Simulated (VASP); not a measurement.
# Ti16O in VASP: single point with PBE

Aim: the single point of Ti16O with PBE.

All numbers are computed with VASP 6.6.1; they aren't measurements. Logs are shortened: lines on timing, memory, paths and dates and some standing lists are left out, and cuts for length are marked.

### Step 1. The cell of the first run

The cell holds a slab with vacuum, 17 atoms: a = 5.876 Å, b = 5.876 Å, c = 22.404 Å, α = 90.00°, β = 90.00°, γ = 120.00°.

### Step 2. Single point, PBE

INCAR

```
PREC = Accurate
ENCUT = 520
EDIFF = 1E-6
ISMEAR = 0
SIGMA = 0.1
LREAL = Auto
LASPH = T
NELM = 80
ALGO = Normal
ISIF = 2
LWAVE = F
LCHARG = F
LDIPOL = T
IDIPOL = 3
DIPOL = 0.5 0.5 0.346
GGA = PE
NBANDS = 113
```

KPOINTS

```
regular mesh
0
Gamma
  6 6 1
```

POSCAR

```
Ti16O
1.0
    5.8763264167      0.0000000000      0.0000000000
   -2.9381632084      5.0890479578      0.0000000000
    0.0000000000      0.0000000000     22.4042085313
Ti O
16 1
Direct
    0.3333333333      0.1666666667      0.1785378847
    0.3333333333      0.6666666667      0.1785378847
    0.8333333333      0.1666666667      0.1785378847
    0.8333333333      0.6666666667      0.1785378847
    0.1666666667      0.3333333333      0.2823234171
    0.1666666667      0.8333333333      0.2823234171
    0.6666666667      0.3333333333      0.2823234171
    0.6666666667      0.8333333333      0.2823234171
    0.3333333333      0.1666666667      0.3901740107
    0.3333333333      0.6666666667      0.3901740107
    0.8333333333      0.1666666667      0.3901740107
    0.8333333333      0.6666666667      0.3901740107
    0.1666666667      0.3333333333      0.4867035814
    0.1666666667      0.8333333333      0.4867035814
    0.6666666667      0.3333333333      0.4867035814
    0.6666666667      0.8333333333      0.4867035814
    0.5000000000      0.5000000000      0.5294069929
```

Potentials or basis: VASP PAW PBE potentials, release 64 (Ti_sv, O).

Run with:

```bash
cat potpaw_PBE.64/Ti_sv/POTCAR potpaw_PBE.64/O/POTCAR > POTCAR
mpirun -np 1 vasp_std > vasp.out
```

OUTCAR:

```text
PREC = Accurate
   ENCUT = 520
   EDIFF = 1E-6
   ISMEAR = 0
   LREAL = Auto
   LASPH = T
   NELM = 80
   ISIF = 2
   GGA = PE

 ion  position               nearest neighbor table
   1  0.333  0.167  0.179-   5 2.88   7 2.88   6 2.88
   2  0.333  0.667  0.179-   6 2.88   8 2.88   5 2.88
   3  0.833  0.167  0.179-   7 2.88   5 2.88   8 2.88
   4  0.833  0.667  0.179-   8 2.88   6 2.88   7 2.88
   5  0.167  0.333  0.282-   1 2.88   3 2.88   2 2.88
   6  0.167  0.833  0.282-   2 2.88   4 2.88   1 2.88
   7  0.667  0.333  0.282-   3 2.88   1 2.88   4 2.88
   8  0.667  0.833  0.282-   4 2.88   2 2.88   3 2.88
   9  0.333  0.167  0.390-  13 2.75  15 2.75  14 2.75
  10  0.333  0.667  0.390-  14 2.75  16 2.75  13 2.75
  11  0.833  0.167  0.390-  15 2.75  13 2.75  16 2.75
  12  0.833  0.667  0.390-  16 2.75  14 2.75  15 2.75
  13  0.167  0.333  0.487-  17 1.95   9 2.75  11 2.75  10 2.75
  14  0.167  0.833  0.487-  10 2.75  12 2.75   9 2.75
  15  0.667  0.333  0.487-  17 1.95  11 2.75   9 2.75  12 2.75
  16  0.667  0.833  0.487-  17 1.95  12 2.75  10 2.75  11 2.75
  17  0.500  0.500  0.529-  13 1.95  16 1.95  15 1.95

  LATTYP: Found a hexagonal cell.
 ALAT       =     5.8763264167
 C/A-ratio  =     3.8126215160

  Lattice vectors:

 A1 = (   5.8763264167,   0.0000000000,   0.0000000000)
 A2 = (  -2.9381632084,   5.0890479578,   0.0000000000)
 A3 = (   0.0000000000,   0.0000000000,  22.4042085313)

Analysis of symmetry for initial positions (statically):
=====================================================================
 Subroutine PRICEL returns:
 Original cell was already a primitive cell.

 Routine SETGRP: Setting up the symmetry group for a
 hexagonal supercell.

 Subroutine GETGRP returns: Found  6 space group operations
 (whereof  2 operations were pure point group operations)
 out of a pool of 24 trial point group operations.

The static configuration has the point symmetry C_1h.
 The point group associated with its full space group is C_3v.

Analysis of symmetry for dynamics (positions and initial velocities):
=====================================================================
 Subroutine PRICEL returns:
 Original cell was already a primitive cell.

 Routine SETGRP: Setting up the symmetry group for a
 hexagonal supercell.

 Subroutine GETGRP returns: Found  6 space group operations
 (whereof  2 operations were pure point group operations)
 out of a pool of 24 trial point group operations.

The dynamic configuration has the point symmetry C_1h.
 The point group associated with its full space group is C_3v.

 Subroutine INISYM returns: Found  6 space group operations
 (whereof  2 operations are pure point group operations),
 and found     1 'primitive' translations

----------------------------------------------------------------------------------------

                                     Primitive cell

  volume of cell :     669.9958

  direct lattice vectors                    reciprocal lattice vectors
     5.876326417  0.000000000  0.000000000     0.170174345  0.098250204  0.000000000
    -2.938163208  5.089047958  0.000000000     0.000000000  0.196500408  0.000000000
     0.000000000  0.000000000 22.404208531     0.000000000  0.000000000  0.044634471

  length of vectors
     5.876326417  5.876326417 22.404208531     0.196500408  0.196500408  0.044634471

  position of ions in fractional coordinates (direct lattice)
     0.333333333  0.166666667  0.178537885
     0.333333333  0.666666667  0.178537885
     0.833333333  0.166666667  0.178537885
     0.833333333  0.666666667  0.178537885
     0.166666667  0.333333333  0.282323417
     0.166666667  0.833333333  0.282323417
[... 9 lines left out ...]
     0.666666667  0.833333333  0.486703581
     0.500000000  0.500000000  0.529406993

  ion indices of the primitive-cell ions
   primitive index   ion index
                 1           1
                 2           2
                 3           3
                 4           4
                 5           5
                 6           6
[... 9 lines left out ...]
                16          16
                17          17

----------------------------------------------------------------------------------------

 KPOINTS: regular mesh

Automatic generation of k-mesh.
 Grid dimensions read from file:
 generate k-points for:    6    6    1

 Generating k-lattice:

  Cartesian coordinates                     Fractional coordinates (reciprocal lattice)
     0.028362391  0.016375034  0.000000000     0.166666667 -0.000000000  0.000000000
     0.000000000  0.032750068  0.000000000     0.000000000  0.166666667  0.000000000
     0.000000000  0.000000000  0.044634471     0.000000000  0.000000000  1.000000000

  Length of vectors
     0.032750068  0.032750068  0.044634471

  Shift w.r.t. Gamma in fractional coordinates (k-lattice)
     0.000000000  0.000000000  0.000000000

 Subroutine IBZKPT returns following result:
 ===========================================

 Found      7 irreducible k-points:

 Following reciprocal coordinates:
            Coordinates               Weight
  0.000000  0.000000  0.000000      1.000000
  0.166667 -0.000000  0.000000      6.000000
  0.333333  0.000000  0.000000      6.000000
  0.500000  0.000000  0.000000      3.000000
  0.166667  0.166667  0.000000      6.000000
  0.333333  0.166667  0.000000     12.000000
  0.333333  0.333333  0.000000      2.000000
   k-points           NKPTS =      7   k-points in BZ     NKDIM =      7   number of bands    NBANDS=    113
   number of dos      NEDOS =    301   number of ions     NIONS =     17
   total plane-waves  NPLWV = 387072
   dimension x,y,z NGX =    48 NGY =   48 NGZ =  168
   dimension x,y,z NGXF=    96 NGYF=   96 NGZF=  336
   ions per type =              16   1
   NGX,Y,Z   is equivalent  to a cutoff of  13.58, 13.58, 12.47 a.u.
   NGXF,Y,Z  is equivalent  to a cutoff of  27.16, 27.16, 24.93 a.u.
 SYSTEM =  unknown system
   PREC   = accura    normal or accurate (medium, high low for compatibility)
   ISTART =      0    job   : 0-new  1-cont  2-samecut
   ICHARG =      2    charge: 1-file 2-atom 10-const
   ISPIN  =      1    spin polarized calculation?
   LNONCOLLINEAR =      F non collinear calculations
   LSORBIT =      F    spin-orbit coupling
   LASPH  =      T    aspherical Exc in radial PAW
   ENCUT  =  520.0 eV  38.22 Ry    6.18 a.u.  10.93 10.93 41.66*2*pi/ulx,y,z
   NELM   =     80;   NELMIN=  2; NELMDL= -5     # of ELM steps
   EDIFF  = 0.1E-05   stopping-criterion for ELM
   LREAL  =      T    real-space projection
   EDIFFG = 0.1E-04   stopping-criterion for IOM
   NSW    =      0    number of steps for IOM
   IBRION =     -1    ionic relax: 0-MD 1-quasi-New 2-CG
   NFREE  =      0    steps in history (QN), initial steepest desc. (CG)
   ISIF   =      2    stress and relaxation
   ISYM   =      2    0-nonsym 1-usesym 2-fastsym
   POTIM  = 0.5000    time-step for ionic-motion
   TEBEG  =    0.0;   TEEND  =   0.0 temperature during run
   PSTRESS=    0.0 pullay stress
   NELECT =     198.0000    total number of electrons
   NUPDOWN=      -1.0000    fix difference up-down
   EMIN   =  10.00;   EMAX   =-10.00  energy-range for DOS
   EFERMI =   0.00;   METHOD = LEGACY
   ISMEAR =     0;   SIGMA  =   0.10  broadening in eV -4-tet -1-fermi 0-gaus
   EFERMI_NEDOS =   21; number of points for ismear=-14 and -15
   IALGO  =     38    algorithm
   IMIX   =      4    mixing-type and parameters
     AMIX     =   0.40;   BMIX     =  1.00
     AMIX_MAG =   1.60;   BMIX_MAG =  1.00
  volume/ion in A,a.u.               =      39.41       265.96
  Fermi-wavevector in a.u.,A,eV,Ry     =   1.090450  2.060652 16.178441  1.189082
  Thomas-Fermi vector in A             =   2.226675
   LORBIT       =      0    0 simple, 1 ext, 2 COOP (PROOUT), +10 PAW based schemes
   GGA     = PE    functional components
   LHFCALC =     F    Hartree Fock is set to
   AEXX    =    0.0000 exact exchange contribution
   IVDW    =     0    specifies the selected vdW correction
   LEPSILON=     F    determine dielectric tensor
   LRPA    =     F    only Hartree local field effects (RPA)
 non-spin polarized calculation
 Gauss-broadening in eV      SIGMA  =   0.10
  energy-cutoff  :      520.00
  volume of cell :      670.00
 maximum number of plane-waves:     18070
 NGX is ok and might be reduce to    48
   NGX = 21   NGY = 21   NGZ = 83

 dipolmoment           0.000000      0.000000      0.070598 electrons x Angstroem

 number of electron     197.9999963 magnetization

 dipolmoment           0.000000      0.000000     -0.043482 electrons x Angstroem

 Free energy of the ion-electron system (eV)
  ---------------------------------------------------
  ext. energy  EPLUGINS =         0.00000000
  ---------------------------------------------------
  free energy    TOTEN  =      -128.62496430 eV

  energy without entropy =     -128.46386595  energy(sigma->0) =     -128.54441513

 E-fermi :   1.1528     XC(G=0):  -5.7144

 val. band max:        1.1522043205   @ k =   0.5000   0.0000   0.0000
 cond. band min:       1.1533574143   @ k =   0.1667   0.1667   0.0000
 fundamental gap:      0.0011530938
 Fermi energy:         1.1527619256

 k-point     1 :       0.0000    0.0000    0.0000
  band No.  band energies     occupation
      1     -55.8338      2.00000
      2     -55.8024      2.00000
      3     -55.7616      2.00000
      4     -55.7616      2.00000
      5     -55.7499      2.00000
      6     -55.7268      2.00000
[... 103 lines left out ...]
    110       2.0691      0.00000
    111       2.0691      0.00000

 k-point     2 :       0.1667   -0.0000    0.0000
  band No.  band energies     occupation
      1     -55.8288      2.00000
      2     -55.7983      2.00000
      3     -55.7654      2.00000
      4     -55.7616      2.00000
      5     -55.7512      2.00000
      6     -55.7273      2.00000
[... 562 lines left out ...]
 k-point     7 :       0.3333    0.3333    0.0000
  band No.  band energies     occupation
      1     -55.7900      2.00000
      2     -55.7899      2.00000
      3     -55.7811      2.00000
      4     -55.7803      2.00000
      5     -55.7471      2.00000
      6     -55.7219      2.00000
[... 103 lines left out ...]
    110       1.5929      0.00000
    111       1.6460      0.00000
 [bands above 111 left out]

------------------------ aborting loop because EDIFF is reached ----------------------------------------

 vacuum level on the upper side and lower side of the slab       (xc-potential included)        -0.231        -0.031

  FORCE on cell =-STRESS in cart. coord.  units (eV):
  Direction    XX          YY          ZZ          XY          YZ          ZX
  --------------------------------------------------------------------------------------
  -------------------------------------------------------------------------------------
  Total       -2.7327992     -2.7327992     -3.4683704      0.0000000     -0.0000000      0.0000000
  in kB       -6.5350098     -6.5350098     -8.2939992      0.0000000     -0.0000000      0.0000000
  external PRESSURE =      -7.1213396 kB  Pullay stress =       0.0000000 kB

 VOLUME and BASIS-vectors are now :
 -----------------------------------------------------------------------------
  energy-cutoff  :      520.00
  volume of cell :      670.00
      direct lattice vectors                 reciprocal lattice vectors
     5.876326417  0.000000000  0.000000000     0.170174345  0.098250204  0.000000000
    -2.938163208  5.089047958  0.000000000     0.000000000  0.196500408  0.000000000
     0.000000000  0.000000000 22.404208531     0.000000000  0.000000000  0.044634471

 POSITION                                       TOTAL-FORCE (eV/Angst)
 -----------------------------------------------------------------------------------
      1.46908      0.84817      4.00000         0.000000     -0.008242      0.624245
     -0.00000      3.39270      4.00000        -0.007138      0.004121      0.624245
      4.40724      0.84817      4.00000         0.000000     -0.000000      0.633517
      2.93816      3.39270      4.00000         0.007138      0.004121      0.624245
      0.00000      1.69635      6.32523        -0.001838     -0.001061     -0.602048
     -1.46908      4.24087      6.32523         0.000000     -0.000000     -0.609611
[... 9 lines left out ...]
      1.46908      4.24087     10.90421         0.000000     -0.459423      0.470531
      1.46908      2.54452     11.86094         0.000000     -0.000000      0.082301
 -----------------------------------------------------------------------------------
    total drift:                                0.000000      0.000000     -0.124610

  FREE ENERGIE OF THE ION-ELECTRON SYSTEM (eV)
  ---------------------------------------------------
  free  energy   TOTEN  =      -128.6249642969 eV

  energy  without entropy=     -128.4638659542  energy(sigma->0) =     -128.54441513

 vacuum level on the upper side and lower side of the slab         5.262         5.463
```

Run time: 22 min. Hardware: 1 thread of Intel Xeon 6975P-C (Granite Rapids), shared host; peak memory 0.92 GiB.

Results:

```yaml
Free_energy: -128.6250 eV
Largest_force: 0.658 eV/Å
Band_gap_on_the_k_mesh: zero (band 99 reaches 1.63 eV, above the bottom of band 100 at 0.83 eV)
```

Forces on the atoms (eV/Å):
```
Ti   0.000 -0.008  0.624
Ti  -0.007  0.004  0.624
Ti   0.000  0.000  0.634
Ti   0.007  0.004  0.624
Ti  -0.002 -0.001 -0.602
Ti   0.000  0.000 -0.610
Ti   0.002 -0.001 -0.602
Ti   0.000  0.002 -0.602
Ti   0.000 -0.014 -0.178
Ti  -0.012  0.007 -0.178
Ti   0.000  0.000 -0.573
Ti   0.012  0.007 -0.178
Ti   0.398  0.230  0.471
Ti   0.000  0.000 -0.478
Ti  -0.398  0.230  0.471
Ti   0.000 -0.459  0.471
O    0.000  0.000  0.082
```
